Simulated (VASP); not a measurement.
Runs of VASP 6.6.1 on Fe. The structure is that of space group P6/mmm (No. 191), or close to it. The cells are those of the table. This isn't the form of Fe at room conditions, which is bcc.

```csv
task,potentials or basis,spin,cell,k mesh,cutoff (eV),smearing,gap on the mesh (eV),pressure (GPa),moment (μB)
relaxation of cell and atoms,"VASP PAW PBE potentials, release 64 (Fe)","collinear, ferromagnetic start","relaxed from a = 4.052, b = 4.052, c = 2.484 Å, angles 90.0, 90.0, 120.0°, 3 atoms",9 × 9 × 13,600,fermi-dirac 0.05 eV,none,0.0,(b)
single point,"VASP PAW PBE potentials, release 64 (Fe_sv)","collinear, ferromagnetic start","a = 4.060, b = 4.060, c = 2.320 Å, angles 90.0, 90.0, 120.0°, 3 atoms",10 × 10 × 15,690,fermi-dirac 0.05 eV,none,19.7,6.95
single point,"VASP PAW PBE potentials, release 64 (Fe_sv)","collinear, ferromagnetic start","a = 4.121, b = 4.121, c = 2.355 Å, angles 90.0, 90.0, 120.0°, 3 atoms",10 × 10 × 15,690,fermi-dirac 0.05 eV,none,10.7,7.27
single point,"VASP PAW PBE potentials, release 64 (Fe_sv)",off,"a = 3.724, b = 3.724, c = 2.341 Å, angles 90.0, 90.0, 120.0°, 3 atoms",11 × 11 × 14,690,fermi-dirac 0.1 eV,none,(a),-
```

Alike in all rows: level RPBE.

Fill in the values left out.

(a) 41.7; (b) 1.58.

Caveats: the PAW data sets were made with another functional, which shifts forces and pressure a little; the cell stands under pressure (at least some runs).

A gap of «none» marks levels without a gap at the run's occupations.

The runs don't all hold the same shells in valence.
